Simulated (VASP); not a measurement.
# Lu (Pm-3m) in VASP: further runs, part 2 of 2

VASP 6.6.1. Earlier steps stand in the parts before.

## (4) Single point, BLYP (35.66 Å³/atom)

This run uses another cell than the first one, of 35.66 Å³/atom.

Contents of INCAR:

```
SYSTEM = Lu
  PREC = Accurate
  ENCUT = 520
  EDIFF = 1E-7
  ISMEAR = -1
  SIGMA = 0.1
  LREAL = .False.
  LASPH = .True.
  NELM = 80
  ALGO = Normal
  ISIF = 2
  LWAVE = .False.
  LCHARG = .True.
  GGA = B5
  ALDAX = 1.0
  AGGAX = 1.0
  AGGAC = 1.0
  ALDAC = 0.0
  LELF = .True.
  LVHAR = .True.
  NBANDS = 18
```

Contents of KPOINTS:

```
Automatic mesh
0
Gamma
  11 11 11
  0 0 0
```

Contents of POSCAR:

```
Lu
1.0
    3.2915446196      0.0000000000      0.0000000000
    0.0000000000      3.2915446196      0.0000000000
    0.0000000000      0.0000000000      3.2915446196
Lu
1
Direct
    0.0000000000      0.0000000000      0.0000000000
```

Potentials or basis: VASP PAW PBE potentials, release 64 (Lu).

Command:

```bash
cat potpaw_PBE.64/Lu/POTCAR > POTCAR
mpirun -np 1 vasp_std > vasp.out
```

OUTCAR:

```text
SYSTEM = Lu
   PREC = Accurate
   ENCUT = 520
   EDIFF = 1E-7
   ISMEAR = -1
   LREAL = .False.
   LASPH = .True.
   NELM = 80
   ISIF = 2
   GGA = B5

 ion  position               nearest neighbor table
   1  0.000  0.000  0.000-

  LATTYP: Found a simple cubic cell.
 ALAT       =     3.2915446196

  Lattice vectors:

 A1 = (   3.2915446196,   0.0000000000,   0.0000000000)
 A2 = (   0.0000000000,   3.2915446196,   0.0000000000)
 A3 = (   0.0000000000,   0.0000000000,   3.2915446196)

Analysis of symmetry for initial positions (statically):
=====================================================================
 Subroutine PRICEL returns:
 Original cell was already a primitive cell.

 Routine SETGRP: Setting up the symmetry group for a
 simple cubic supercell.

 Subroutine GETGRP returns: Found 48 space group operations
 (whereof 48 operations were pure point group operations)
 out of a pool of 48 trial point group operations.

The static configuration has the point symmetry O_h .

Analysis of symmetry for dynamics (positions and initial velocities):
=====================================================================
 Subroutine PRICEL returns:
 Original cell was already a primitive cell.

 Routine SETGRP: Setting up the symmetry group for a
 simple cubic supercell.

 Subroutine GETGRP returns: Found 48 space group operations
 (whereof 48 operations were pure point group operations)
 out of a pool of 48 trial point group operations.

The dynamic configuration has the point symmetry O_h .

 Subroutine INISYM returns: Found 48 space group operations
 (whereof 48 operations are pure point group operations),
 and found     1 'primitive' translations

----------------------------------------------------------------------------------------

                                     Primitive cell

  volume of cell :      35.6615

[... 100 lines left out ...]
   EFERMI =   0.00;   METHOD = LEGACY
   ISMEAR =    -1;   SIGMA  =   0.10  broadening in eV -4-tet -1-fermi 0-gaus
   EFERMI_NEDOS =   21; number of points for ismear=-14 and -15
   IALGO  =     38    algorithm
   IMIX   =      4    mixing-type and parameters
     AMIX     =   0.40;   BMIX     =  1.00
     AMIX_MAG =   1.60;   BMIX_MAG =  1.00
  volume/ion in A,a.u.               =      35.66       240.66
  Fermi-wavevector in a.u.,A,eV,Ry     =   1.454304  2.748235 28.776309  2.114999
  Thomas-Fermi vector in A             =   2.571470
   LORBIT       =      0    0 simple, 1 ext, 2 COOP (PROOUT), +10 PAW based schemes
   GGA     = B5    functional components
   LHFCALC =     F    Hartree Fock is set to
   AEXX    =    0.0000 exact exchange contribution
   IVDW    =     0    specifies the selected vdW correction
   LEPSILON=     F    determine dielectric tensor
   LRPA    =     F    only Hartree local field effects (RPA)
 non-spin polarized calculation
  energy-cutoff  :      520.00
  volume of cell :       35.66
 maximum number of plane-waves:       977
   NGX = 13   NGY = 13   NGZ = 13

 number of electron      24.9999993 magnetization

 Free energy of the ion-electron system (eV)
  ---------------------------------------------------
  ext. energy  EPLUGINS =         0.00000000
  ---------------------------------------------------
  free energy    TOTEN  =        -2.78893244 eV

  energy without entropy =       -2.72099118  energy(sigma->0) =       -2.75496181

 E-fermi :   1.8765     XC(G=0):  -9.1888

 val. band max:        1.8699994327   @ k =   0.2727   0.0000   0.0000
 cond. band min:       1.8822741612   @ k =   0.3636   0.1818   0.0000
 fundamental gap:      0.0122747285
 Fermi energy:         1.8765363024

 k-point     1 :       0.0000    0.0000    0.0000
  band No.  band energies     occupation
      1     -54.6939      2.00000
      2     -25.3595      2.00000
      3     -25.3595      2.00000
      4     -25.3595      2.00000
      5      -3.6641      2.00000
      6      -3.6641      2.00000
[... 481 lines left out ...]
      5      -3.6797      2.00000
      6      -3.6754      2.00000
[... 10 lines left out ...]
     17       6.8449      0.00000
     18       9.4611      0.00000

 [... further k-points ...]

------------------------ aborting loop because EDIFF is reached ----------------------------------------

  FORCE on cell =-STRESS in cart. coord.  units (eV):
  Direction    XX          YY          ZZ          XY          YZ          ZX
  --------------------------------------------------------------------------------------
  -------------------------------------------------------------------------------------
  Total       -0.2188794     -0.2188794     -0.2188794      0.0000000      0.0000000     -0.0000000
  in kB       -9.8336822     -9.8336822     -9.8336822      0.0000000      0.0000000     -0.0000000
  external PRESSURE =      -9.8336822 kB  Pullay stress =       0.0000000 kB

 VOLUME and BASIS-vectors are now :
 -----------------------------------------------------------------------------
  energy-cutoff  :      520.00
  volume of cell :       35.66
      direct lattice vectors                 reciprocal lattice vectors
     3.291544620  0.000000000  0.000000000     0.303808733  0.000000000  0.000000000
     0.000000000  3.291544620  0.000000000     0.000000000  0.303808733  0.000000000
     0.000000000  0.000000000  3.291544620     0.000000000  0.000000000  0.303808733

 POSITION                                       TOTAL-FORCE (eV/Angst)
 -----------------------------------------------------------------------------------
      0.00000      0.00000      0.00000         0.000000      0.000000      0.000000
 -----------------------------------------------------------------------------------
    total drift:                                0.000000      0.000000      0.000000

  FREE ENERGIE OF THE ION-ELECTRON SYSTEM (eV)
  ---------------------------------------------------
  free  energy   TOTEN  =        -2.7889324432 eV

  energy  without entropy=       -2.7209911838  energy(sigma->0) =       -2.75496181
```

OSZICAR:

```text
N       E                     dE             d eps       ncg     rms          rms(c)
DAV:   1     0.931056066183E+02    0.93106E+02   -0.10418E+04  2504   0.454E+03
DAV:   2     0.381276032588E+01   -0.89293E+02   -0.87568E+02  2126   0.378E+02
DAV:   3    -0.260286894242E+01   -0.64156E+01   -0.63177E+01  2304   0.755E+01
DAV:   4    -0.287654451624E+01   -0.27368E+00   -0.27202E+00  2960   0.125E+01
DAV:   5    -0.288256377433E+01   -0.60193E-02   -0.60151E-02  2388   0.159E+00    0.311E+00
DAV:   6    -0.279902583074E+01    0.83538E-01   -0.30619E-01  2948   0.816E+00    0.127E+00
DAV:   7    -0.278953144713E+01    0.94944E-02   -0.35249E-02  3024   0.141E+00    0.281E-01
DAV:   8    -0.278867620561E+01    0.85524E-03   -0.42649E-03  3008   0.680E-01    0.612E-02
DAV:   9    -0.278892580377E+01   -0.24960E-03   -0.55812E-04  2722   0.180E-01    0.906E-03
DAV:  10    -0.278893031979E+01   -0.45160E-05   -0.39078E-05  2648   0.400E-02    0.734E-03
DAV:  11    -0.278893196973E+01   -0.16499E-05   -0.67975E-06  2618   0.160E-02    0.497E-03
DAV:  12    -0.278893250827E+01   -0.53854E-06   -0.11165E-06  2596   0.123E-02    0.101E-03
DAV:  13    -0.278893244321E+01    0.65055E-07   -0.47130E-08  1560   0.119E-03
   1 F= -.27889324E+01 E0= -.27549618E+01  d E =-.679413E-01
```

It took 27 s on 1 thread of Intel Xeon Platinum 8259CL at 2.50GHz (Skylake/Cascade Lake), shared host; peak memory 0.16 GiB.

Results:

```yaml
Free_energy: -2.7889 eV
Pressure: -1.0 GPa
Band_gap_on_the_k_mesh: zero (an odd number of electrons rules out a gap without spin polarisation)
```

Caveat: the PAW data sets were made with another functional, which shifts forces and pressure a little; spin-orbit coupling is left out, which moves the levels of the heavy elements.

## (5) Single point, BLYP (37.03 Å³/atom)

This run uses another cell than the first one, of 37.03 Å³/atom.

Contents of INCAR:

```
SYSTEM = Lu
AGGAC = 1.0 ; AGGAX = 1.0
ALDAC = 0.0 ; ALDAX = 1.0
ALGO = Normal ; EDIFF = 1E-7
ENCUT = 520 ; GGA = B5
ISIF = 2 ; ISMEAR = -1
LASPH = .True. ; LCHARG = .False.
LREAL = .False. ; LWAVE = .False.
NBANDS = 18 ; NELM = 80
PREC = Accurate ; SIGMA = 0.1
```

Contents of KPOINTS:

```
k-points
0
Gamma
  11 11 11
  0 0 0
```

Contents of POSCAR:

```
Lu
1.0
    3.3332141649      0.0000000000      0.0000000000
    0.0000000000      3.3332141649      0.0000000000
    0.0000000000      0.0000000000      3.3332141649
Lu
1
Direct
    0.0000000000      0.0000000000      0.0000000000
```

Command:

```bash
cat potpaw_PBE.64/Lu/POTCAR > POTCAR
mpirun -np 1 vasp_std > vasp.out
```

Run time: 39 s. Hardware: 1 thread of Intel Xeon Platinum 8259CL at 2.50GHz (Skylake/Cascade Lake), shared host; peak memory 0.19 GiB.

It converged, with:

```
Free energy            : -2.7774 eV
Pressure               : -1.8 GPa
Band gap on the k mesh : zero (an odd number of electrons rules out a gap without spin polarisation)
```

Levels at points of the mesh, in eV from the Fermi level:
```
           k point  band 10  band 11  band 12  band 13  band 14  band 15
(0.00, 0.00, 0.00)    -5.58    -5.56    -5.24    -0.33    -0.33     5.15
```

Caveat: the PAW data sets were made with another functional, which shifts forces and pressure a little; spin-orbit coupling is left out, which moves the levels of the heavy elements.

## (6) Relaxation of cell and atoms, BLYP

This run uses another cell than the first one, of 31.86 Å³/atom.

Contents of INCAR:

```
SYSTEM = Lu
PREC = Accurate ; ENCUT = 600
EDIFF = 1E-6 ; ISMEAR = -1
SIGMA = 0.1 ; LREAL = .False.
LASPH = .True. ; NELM = 100
ALGO = Normal ; ISIF = 3
LWAVE = .False. ; LCHARG = .False.
GGA = B5 ; ALDAX = 1.0
AGGAX = 1.0 ; AGGAC = 1.0
ALDAC = 0.0 ; IBRION = 2
NSW = 80 ; EDIFFG = -0.01
```

Contents of KPOINTS:

```
regular mesh
0
Gamma
  10 10 10
  0 0 0
```

Contents of POSCAR:

```
Lu
1.0
    3.1700357483      0.0000000000      0.0000000000
    0.0000000000      3.1700357483      0.0000000000
    0.0000000000      0.0000000000      3.1700357483
Lu
1
Direct
    0.0000000000      0.0000000000      0.0000000000
```

Potentials or basis: VASP PAW PBE potentials, release 64 (Lu).

Command:

```bash
cat potpaw_PBE.64/Lu/POTCAR > POTCAR
mpirun -np 1 vasp_std > vasp.out
```

OUTCAR:

```text
SYSTEM = Lu
   PREC = Accurate
   ENCUT = 600
   EDIFF = 1E-6
   ISMEAR = -1
   LREAL = .False.
   LASPH = .True.
   NELM = 100
   ISIF = 3
   GGA = B5
   IBRION = 2
   NSW = 80
   EDIFFG = -0.01

 ion  position               nearest neighbor table
   1  0.000  0.000  0.000-

  LATTYP: Found a simple cubic cell.
 ALAT       =     3.1700357483

  Lattice vectors:

 A1 = (   3.1700357483,   0.0000000000,   0.0000000000)
 A2 = (   0.0000000000,   3.1700357483,   0.0000000000)
 A3 = (   0.0000000000,   0.0000000000,   3.1700357483)

Analysis of symmetry for initial positions (statically):
=====================================================================
 Subroutine PRICEL returns:
 Original cell was already a primitive cell.

 Routine SETGRP: Setting up the symmetry group for a
 simple cubic supercell.

 Subroutine GETGRP returns: Found 48 space group operations
 (whereof 48 operations were pure point group operations)
 out of a pool of 48 trial point group operations.

The static configuration has the point symmetry O_h .

Analysis of symmetry for dynamics (positions and initial velocities):
=====================================================================
 Subroutine PRICEL returns:
 Original cell was already a primitive cell.

 Routine SETGRP: Setting up the symmetry group for a
 simple cubic supercell.

 Subroutine GETGRP returns: Found 48 space group operations
 (whereof 48 operations were pure point group operations)
 out of a pool of 48 trial point group operations.

The dynamic configuration has the point symmetry O_h .

 Subroutine INISYM returns: Found 48 space group operations
 (whereof 48 operations are pure point group operations),
 and found     1 'primitive' translations

[... 118 lines left out ...]
   LHFCALC =     F    Hartree Fock is set to
   AEXX    =    0.0000 exact exchange contribution
   IVDW    =     0    specifies the selected vdW correction
   LEPSILON=     F    determine dielectric tensor
   LRPA    =     F    only Hartree local field effects (RPA)
 conjugate gradient relaxation of ions
 non-spin polarized calculation
  energy-cutoff  :      600.00
  volume of cell :       31.86
 maximum number of plane-waves:      1082
 NGX is ok and might be reduce to    28
   NGX = 13   NGY = 13   NGZ = 13

--------------------------------------- Ionic step        1  -------------------------------------------

 number of electron      24.9999999 magnetization

 Free energy of the ion-electron system (eV)
  ---------------------------------------------------
  ext. energy  EPLUGINS =         0.00000000
  ---------------------------------------------------
  free energy    TOTEN  =        -2.77232308 eV

  energy without entropy =       -2.70568861  energy(sigma->0) =       -2.73900584

------------------------ aborting loop because EDIFF is reached ----------------------------------------

  FORCE on cell =-STRESS in cart. coord.  units (eV):
  Direction    XX          YY          ZZ          XY          YZ          ZX
  --------------------------------------------------------------------------------------
  -------------------------------------------------------------------------------------
  Total        0.5196673      0.5196673      0.5196673     -0.0000000     -0.0000000     -0.0000000
  in kB       26.1362641     26.1362641     26.1362641     -0.0000000     -0.0000000     -0.0000000
  external PRESSURE =      26.1362641 kB  Pullay stress =       0.0000000 kB
[... 92 lines left out ...]
--------------------------------------- Ionic step        4  -------------------------------------------

 number of electron      25.0000005 magnetization

 Free energy of the ion-electron system (eV)
  ---------------------------------------------------
  ext. energy  EPLUGINS =         0.00000000
  ---------------------------------------------------
  free energy    TOTEN  =        -2.78952379 eV

  energy without entropy =       -2.71989083  energy(sigma->0) =       -2.75470731

 E-fermi :   2.0022     XC(G=0):  -9.3496

 val. band max:        1.9522698308   @ k =   0.5000   0.3000   0.2000
 cond. band min:       2.0157311724   @ k =   0.4000   0.1000   0.1000
 fundamental gap:      0.0634613416
 Fermi energy:         2.0021967137

 k-point     1 :       0.0000    0.0000    0.0000
  band No.  band energies     occupation
      1     -54.4896      2.00000
      2     -25.1373      2.00000
      3     -25.1373      2.00000
      4     -25.1373      2.00000
      5      -3.4695      2.00000
      6      -3.4695      2.00000
[... 433 lines left out ...]
      3     -25.1540      2.00000
      4     -25.1503      2.00000
      5      -3.4921      2.00000
      6      -3.4837      2.00000
[... 8 lines left out ...]
     15       5.2973      0.00000
     16       5.4053      0.00000

 [... further k-points ...]

------------------------ aborting loop because EDIFF is reached ----------------------------------------

  FORCE on cell =-STRESS in cart. coord.  units (eV):
  Direction    XX          YY          ZZ          XY          YZ          ZX
  --------------------------------------------------------------------------------------
  -------------------------------------------------------------------------------------
  Total        0.0097820      0.0097820      0.0097820      0.0000000     -0.0000000      0.0000000
  in kB        0.4559416      0.4559416      0.4559416      0.0000000     -0.0000000      0.0000000
  external PRESSURE =       0.4559416 kB  Pullay stress =       0.0000000 kB
[... 16 lines left out ...]
  FREE ENERGIE OF THE ION-ELECTRON SYSTEM (eV)
  ---------------------------------------------------
  free  energy   TOTEN  =        -2.7895237862 eV

  energy  without entropy=       -2.7198908317  energy(sigma->0) =       -2.75470731

 reached required accuracy - stopping structural energy minimisation
```

Wall time 2.1 min (1 thread of Intel Xeon Platinum 8259CL at 2.50GHz (Skylake/Cascade Lake), shared host); peak memory 0.19 GiB.

What came out:

```yaml
Free_energy: -2.7895 eV
Relaxed_volume: 34.37 Å³/atom
Relaxed_cell: a = 3.251 Å, b = 3.251 Å, c = 3.251 Å, α = 90.00°, β = 90.00°, γ = 90.00°
Space_group_after_relaxing_to_0.1_Å: Pm-3m (No. 221)
Energy_gained_by_relaxing: 17.2 meV/atom
Ionic_steps: 4
Pressure_after_relaxing: 0.0 GPa
Band_gap_on_the_k_mesh: zero (an odd number of electrons rules out a gap without spin polarisation)
```

Step by step:
```
step  energy change (eV)  largest force (eV/Å)  pressure (GPa)  volume (Å³)
   1              0.0000                0.0000            2.61        31.86
   2             -0.0172                0.0000            0.07        34.31
   3             -0.0172                0.0000           -0.08        34.45
   4             -0.0172                0.0000            0.05        34.37
```

Final structure:
```
Lu
1.0
     3.25144    0.00000    0.00000
     0.00000    3.25144    0.00000
     0.00000    0.00000    3.25144
Lu
1
Direct
  0.00000 0.00000 0.00000
```

Caveat: the PAW data sets were made with another functional, which shifts forces and pressure a little; spin-orbit coupling is left out, which moves the levels of the heavy elements.

## (7) Summary

| task | cell | k mesh | cutoff (eV) | gap on the mesh (eV) | pressure (GPa) |
| --- | --- | --- | --- | --- | --- |
| single point | a = 3.249 Å, 1 atom | 10 × 10 × 10 | 520 | none | 0.2 |
| single point | a = 3.249 Å, 1 atom | 11 × 11 × 11 | 520 | none | 0.0 |
| single point | a = 3.292 Å, 1 atom | 11 × 11 × 11 | 520 | none | -1.0 |
| single point | a = 3.333 Å, 1 atom | 11 × 11 × 11 | 520 | none | -1.8 |
| relaxation of cell and atoms | relaxed from a = 3.170 Å, 1 atom | 10 × 10 × 10 | 600 | none | 0.0 |

Alike in all rows: level BLYP; potentials or basis VASP PAW PBE potentials, release 64 (Lu); no spin polarisation; smearing fermi-dirac 0.1 eV.

Caveats: the PAW data sets were made with another functional, which shifts forces and pressure a little; spin-orbit coupling is left out, which moves the levels of the heavy elements.

Absolute energies hang on the potentials; compare differences alone.
